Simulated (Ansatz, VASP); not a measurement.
Two plane-wave programs on TaN

Contents of POSCAR:

```
TaN
1.0
    5.1996298250      0.0000000000      0.0000000000
   -2.5998149125      4.5030115188      0.0000000000
    0.0000000000      0.0000000000      2.9103592740
Ta N
3 3
Direct
    0.3333333333      0.6666666667      0.5000000000
    0.6666666667      0.3333333333      0.5000000000
    0.0000000000      0.0000000000      0.0000000000
    0.3924063645      0.0000000000      0.0000000000
    0.6075936355      0.6075936355      0.0000000000
    0.0000000000      0.3924063645      0.0000000000
```

INCAR.step1

```
SYSTEM = TaN
ALGO     = Normal         ! electronic algorithm
EDIFF    = 1E-5           ! SCF threshold, eV
ENCUT    = 660            ! plane-wave cutoff, eV
GGA      = PE             ! functional
GGA_COMPAT= .False.      
ISMEAR   = 0              ! smearing method
LASPH    = .True.         ! aspherical terms in the spheres
LCHARG   = .False.        ! write CHGCAR
LREAL    = .False.        ! projectors in reciprocal space
LWAVE    = .True.         ! write WAVECAR
NBANDS   = 33             ! bands
NELM     = 120            ! most SCF steps
PREC     = Accurate       ! precision mode
SIGMA    = 0.15           ! smearing width, eV
```

File INCAR.step2:

```
SYSTEM = TaN
ALGO     = Normal         ! electronic algorithm
EDIFF    = 1E-6           ! SCF threshold, eV
ENCUT    = 660            ! plane-wave cutoff, eV
GGA_COMPAT= .False.      
ISIF     = 2              ! what is computed and relaxed
ISMEAR   = 0              ! smearing method
ISTART   = 1            
LASPH    = .True.         ! aspherical terms in the spheres
LCHARG   = .False.        ! write CHGCAR
LMIXTAU  = .True.       
LREAL    = .False.        ! projectors in reciprocal space
LWAVE    = .False.        ! write WAVECAR
METAGGA  = R2SCAN         ! meta-GGA
NBANDS   = 33             ! bands
NELM     = 120            ! most SCF steps
PREC     = Accurate       ! precision mode
SIGMA    = 0.15           ! smearing width, eV
```

KPOINTS

```
k-points
0
Gamma
  12 12 16
  0 0 0
```

Input for Ansatz:

```yaml
crystal:
  lattice:
    - [5.1996298244, 0.0, 0.0]
    - [-2.5998149122, 4.5030115183, 0.0]
    - [0.0, 0.0, 2.9103592738]
  atoms:
    - { symbol: Ta, position: [0.3333333333, 0.6666666667, 0.5] }
    - { symbol: Ta, position: [0.6666666667, 0.3333333333, 0.5] }
    - { symbol: Ta, position: [0.0, 0.0, 0.0] }
    - { symbol: "N", position: [0.3924063645, 0.0, 0.0] }
    - { symbol: "N", position: [0.6075936355, 0.6075936355, 0.0] }
    - { symbol: "N", position: [0.0, 0.3924063645, 0.0] }
basis:
  ecutwfc: 500
kpoints:
  mp_grid: { grid: [12, 12, 16] }
hamiltonian:
  xc: r2scan
scf:
  occupations: { method: gaussian, width: 0.15 }
output:
  forces: true
  stress: true
  eigenvalues: true
  write_density: true
  write_potential: true
  elf: true
  volumetric_format: npy
```

Alike in both runs: task single point; functional r2SCAN; k mesh 12 × 12 × 16; occupations gaussian, width 0.15 eV; no spin polarisation.

|  | VASP | Ansatz |
| --- | --- | --- |
| version | VASP 6.6.1 | Ansatz 0.2.0 |
| potentials or method | VASP PAW PBE potentials, release 64 (Ta_pv, N), cutoff 660 eV | scalar-relativistic, plane waves, PAW |
| valence electrons in the cell | 48 | 54 |

|  | VASP | Ansatz | Ansatz less VASP |
| --- | --- | --- | --- |
| gap on the k mesh at the Fermi level (eV) | none | none | - |
| pressure (GPa) | 1.6 | 0.0 | -1.65 |
| traceless stress, the component that is largest in VASP (GPa) | -0.30 | -0.20 | +0.103 |

VASP's potentials were made for PBE, not for r2SCAN. A gap of «none» marks a metal or a gap that the smearing closes. VASP's potentials hold 48 valence electrons a cell and Ansatz's 54, so a difference there can come from the potentials and not from the codes.

Neither program's run includes spin-orbit coupling.
